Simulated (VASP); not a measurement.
# Co (P6/mmm) in VASP: further runs, part 2 of 2

VASP 6.6.1. The steps go on from the part before.

## Step 3: Relaxation of cell and atoms, LDA, collinear spin, ferromagnetic start, target pressure 100 GPa, at which the enthalpy is minimised

This run uses another cell than the first one, of 8.08 Å³/atom, 1.029 times its volume.

Input file INCAR:

```
  ALGO = Normal
  EDIFF = 1E-7
  EDIFFG = -0.005
  ENCUT = 600
  GGA = CA
  IBRION = 2
  ISIF = 3
  ISMEAR = -1
  ISPIN = 2
  LASPH = True
  LCHARG = False
  LMAXMIX = 4
  LORBIT = 11
  LREAL = False
  LWAVE = False
  MAGMOM = 1.7 1.7 1.7
  NELM = 150
  NSW = 32
  PREC = Accurate
  PSTRESS = 1000.0
  SIGMA = 0.1
```

Input file KPOINTS:

```
k-points
0
Gamma
  10 10 14
```

Input file POSCAR:

```
Co
1.0
    3.5815496549      0.0000000000      0.0000000000
   -1.7907748275      3.1017129860      0.0000000000
    0.0000000000      0.0000000000      2.1811353630
Co
3
Direct
    0.0000000000      0.0000000000      0.0000000000
    0.3333333333      0.6666666667      0.5000000000
    0.6666666667      0.3333333333      0.5000000000
```

Potentials or basis: VASP PAW LDA potentials, release 64 (Co).

Run with:

```bash
cat potpaw_LDA.64/Co/POTCAR > POTCAR
mpirun -np 1 vasp_std > vasp.out
```

OUTCAR:

```text
EDIFF = 1E-7
   EDIFFG = -0.005
   ENCUT = 600
   GGA = CA
   IBRION = 2
   ISIF = 3
   ISMEAR = -1
   ISPIN = 2
   LASPH = True
   LORBIT = 11
   LREAL = False
   NELM = 150
   NSW = 32
   PREC = Accurate
   PSTRESS = 1000.0

 ion  position               nearest neighbor table
   1  0.000  0.000  0.000-   2 2.34   3 2.34   2 2.34   3 2.34   2 2.34   2 2.34   3 2.34   3 2.34
                             3 2.34   3 2.34   2 2.34   2 2.34
   2  0.333  0.667  0.500-   3 2.07   3 2.07   3 2.07   1 2.34   1 2.34   1 2.34   1 2.34   1 2.34
                             1 2.34   3 3.01   3 3.01   3 3.01   3 3.01   3 3.01   3 3.01
   3  0.667  0.333  0.500-   2 2.07   2 2.07   2 2.07   1 2.34   1 2.34   1 2.34   1 2.34   1 2.34
                             1 2.34   2 3.01   2 3.01   2 3.01   2 3.01   2 3.01   2 3.01

  LATTYP: Found a hexagonal cell.
 ALAT       =     3.5815496549
 C/A-ratio  =     0.6089920769

  Lattice vectors:

 A1 = (   3.5815496549,   0.0000000000,   0.0000000000)
 A2 = (  -1.7907748275,   3.1017129860,   0.0000000000)
 A3 = (   0.0000000000,   0.0000000000,   2.1811353630)

Analysis of symmetry for initial positions (statically):
=====================================================================
 Subroutine PRICEL returns:
 Original cell was already a primitive cell.

 Routine SETGRP: Setting up the symmetry group for a
 hexagonal supercell.

 Subroutine GETGRP returns: Found 24 space group operations
 (whereof 24 operations were pure point group operations)
 out of a pool of 24 trial point group operations.

The static configuration has the point symmetry D_6h.

Analysis of symmetry for dynamics (positions and initial velocities):
=====================================================================
 Subroutine PRICEL returns:
 Original cell was already a primitive cell.

 Routine SETGRP: Setting up the symmetry group for a
 hexagonal supercell.

 Subroutine GETGRP returns: Found 24 space group operations
 (whereof 24 operations were pure point group operations)
 out of a pool of 24 trial point group operations.

The dynamic configuration has the point symmetry D_6h.
[... 147 lines left out ...]
 spin polarized calculation
  energy-cutoff  :      600.00
  volume of cell :       24.23
 maximum number of plane-waves:       819
 NGX is ok and might be reduce to    30
   NGX = 15   NGY = 15   NGZ =  9

--------------------------------------- Ionic step        1  -------------------------------------------

 number of electron      27.0000017 magnetization       2.8890243

 Free energy of the ion-electron system (eV)
  ---------------------------------------------------
  ext. energy  EPLUGINS =         0.00000000
  ---------------------------------------------------
  free energy    TOTEN  =       -22.62297592 eV

  energy without entropy =      -22.46603497  energy(sigma->0) =      -22.54450545

------------------------ aborting loop because EDIFF is reached ----------------------------------------

  FORCE on cell =-STRESS in cart. coord.  units (eV):
  Direction    XX          YY          ZZ          XY          YZ          ZX
  --------------------------------------------------------------------------------------
  -------------------------------------------------------------------------------------
  Total       14.3997323     14.3997323     14.5416276     -0.0000000      0.0000000      0.0000000
  in kB      952.1596984    952.1596984    961.5423026     -0.0000000      0.0000000      0.0000000
  external PRESSURE =     -44.7127669 kB  Pullay stress =    1000.0000000 kB
[... 182 lines left out ...]
--------------------------------------- Ionic step        6  -------------------------------------------

 number of electron      27.0000017 magnetization       2.7797557

 Free energy of the ion-electron system (eV)
  ---------------------------------------------------
  ext. energy  EPLUGINS =         0.00000000
  ---------------------------------------------------
  free energy    TOTEN  =       -22.51770000 eV

  energy without entropy =      -22.35746004  energy(sigma->0) =      -22.43758002

 E-fermi :  15.2550     XC(G=0): -15.5993

 val. band max:       15.2497261619   @ k =   0.4000   0.1000   0.2857
 cond. band min:      15.2552095663   @ k =   0.3000   0.3000   0.2143
 fundamental gap:      0.0054834044
 Fermi energy:        15.2550363275

 spin component 1

 k-point     1 :       0.0000    0.0000    0.0000
  band No.  band energies     occupation
      1       4.2830      1.00000
      2       8.8010      1.00000
      3      10.8064      1.00000
      4      10.8064      1.00000
      5      10.8374      1.00000
      6      10.8374      1.00000
[... 541 lines left out ...]
     19      25.9838      0.00000
     20      32.5272      0.00000

 [... further k-points ...]

 spin component 2

 k-point     1 :       0.0000    0.0000    0.0000
  band No.  band energies     occupation
      1       4.4454      1.00000
      2       9.4043      1.00000
      3      11.4130      1.00000
      4      11.4130      1.00000
      5      11.4556      1.00000
      6      11.4556      1.00000
[... 577 lines left out ...]
  energy  without entropy=      -22.3574600409  energy(sigma->0) =      -22.43758002

  enthalpy is  TOTEN    =        -7.5021820085 eV   P V=       15.0155179922

 reached required accuracy - stopping structural energy minimisation

 total charge

# of ion       s       p       d       tot
------------------------------------------
    1        0.621   0.824   7.556   9.001
    2        0.656   0.848   7.619   9.123
    3        0.656   0.848   7.619   9.123
--------------------------------------------------
tot          1.934   2.520  22.794  27.248

 magnetization (x)

# of ion       s       p       d       tot
------------------------------------------
    1       -0.004  -0.024   1.030   1.002
    2       -0.005  -0.019   0.879   0.854
    3       -0.005  -0.019   0.879   0.854
--------------------------------------------------
tot         -0.014  -0.063   2.788   2.711
```

OSZICAR:

```text
N       E                     dE             d eps       ncg     rms          rms(c)
DAV:   1     0.172500685495E+03    0.17250E+03   -0.13047E+04  9504   0.214E+03
DAV:   2    -0.175738757899E+02   -0.19007E+03   -0.18054E+03  8964   0.347E+02
[... 63 lines left out ...]
       N       E                     dE             d eps       ncg     rms          rms(c)
DAV:   1    -0.225177207887E+02    0.35244E-03   -0.74614E-04  9640   0.223E-01    0.319E-02
DAV:   2    -0.225177218619E+02   -0.10732E-05   -0.10728E-04 10680   0.212E-01    0.575E-02
DAV:   3    -0.225177066734E+02    0.15188E-04   -0.13841E-04 10320   0.237E-01    0.253E-02
DAV:   4    -0.225177002292E+02    0.64443E-05   -0.13545E-05 13688   0.671E-02    0.785E-03
DAV:   5    -0.225177000797E+02    0.14943E-06   -0.72232E-07  9376   0.104E-02    0.335E-03
DAV:   6    -0.225177000006E+02    0.79106E-07   -0.13667E-07  4508   0.685E-03
   6 F= -.75021820E+01 E0= -.74220620E+01  d E =-.153322E-04  mag=     2.7800
```

CONTCAR:

```text
Co
   1.00000000000000
     3.5716979303894725   -0.0000000000106399   -0.0000000000000000
    -1.7858489652538132    3.0931811422866105    0.0000000000000000
     0.0000000000000000   -0.0000000000000000    2.1775634839970168
  Co
     3
Direct
     0.0000000000000000    1.0000000000000000    0.0000000000000000
     0.3333333332999970    0.6666666667000030    0.5000000000000000
     0.6666666667000030    0.3333333332999970    0.5000000000000000

  0.00000000E+00  0.00000000E+00  0.00000000E+00
  0.00000000E+00  0.00000000E+00  0.00000000E+00
  0.00000000E+00  0.00000000E+00  0.00000000E+00
```

Run time: 14 min. Hardware: 1 thread of AMD EPYC 7R13, shared host; peak memory 0.19 GiB.

What came out:

```
Free energy                                            : -22.5177 eV
Relaxed volume                                         : 8.02 Å³/atom
Relaxed cell                                           : a = 3.572 Å, b = 3.572 Å, c = 2.178 Å, α = 90.00°, β = 90.00°, γ = 120.00°
Space group after relaxing (to 0.05 Å)                 : P6/mmm (No. 191)
Energy change on relaxing (the enthalpy is what falls) : +35.1 meV/atom
Ionic steps                                            : 6
Pressure after relaxing                                : 100.1 GPa
Net moment                                             : 2.78 μB per cell
Site moments                                           : Co +1.00, +0.85 μB
```

Step by step:
| step | energy change (eV) | largest force (eV/Å) | pressure (GPa) | volume (Å³) |
| --- | --- | --- | --- | --- |
| 1 | 0.0000 | 0.0000 | 95.53 | 24.23 |
| 2 | 0.5176 | 0.0000 | 117.05 | 23.45 |
| 3 | 0.1037 | 0.0000 | 99.98 | 24.06 |
| 4 | 0.1058 | 0.0000 | 100.08 | 24.06 |
| 5 | 0.1049 | 0.0000 | 100.04 | 24.06 |
| 6 | 0.1053 | 0.0000 | 100.06 | 24.06 |

Final structure:
```yaml
crystal:
  lattice:
    - [3.57170, 0.00000, 0.00000]
    - [-1.78585, 3.09318, 0.00000]
    - [0.00000, 0.00000, 2.17756]
  atoms:
    - { symbol: Co, position: [0.00000, 0.00000, 0.00000] }
    - { symbol: Co, position: [0.33333, 0.66667, 0.50000] }
    - { symbol: Co, position: [0.66667, 0.33333, 0.50000] }
```

Levels at points of the mesh, in eV from the Fermi level:
Spin up:
```tsv
k point	band 12	band 13	band 14	band 15	band 16	band 17	band 18	band 19
(0.00, 0.00, 0.00)	-1.92	-1.84	-1.84	0.19	0.19	8.57	8.57	8.60
(0.50, 0.00, 0.00)	-0.68	-0.39	-0.34	-0.34	-0.06	0.11	0.28	10.07
(0.00, 0.00, 0.50)	-0.55	-0.10	-0.10	0.97	2.13	3.43	12.53	13.29
(0.50, 0.00, 0.50)	-0.74	-0.40	0.04	0.62	2.43	3.31	7.51	9.09
```
Spin down:
```csv
k point,band 10,band 11,band 12,band 13,band 14,band 15
"(0.00, 0.00, 0.00)",-1.85,-0.96,-0.96,-0.86,-0.86,1.26
"(0.50, 0.00, 0.00)",-0.77,-0.70,0.27,0.28,0.66,0.70
"(0.00, 0.00, 0.50)",-1.93,0.53,0.53,0.87,0.87,1.78
"(0.50, 0.00, 0.50)",-0.96,-0.67,0.11,0.67,1.11,1.49
```

Caveat: the cell is relaxed towards a set pressure, so the enthalpy falls and the energy may rise.
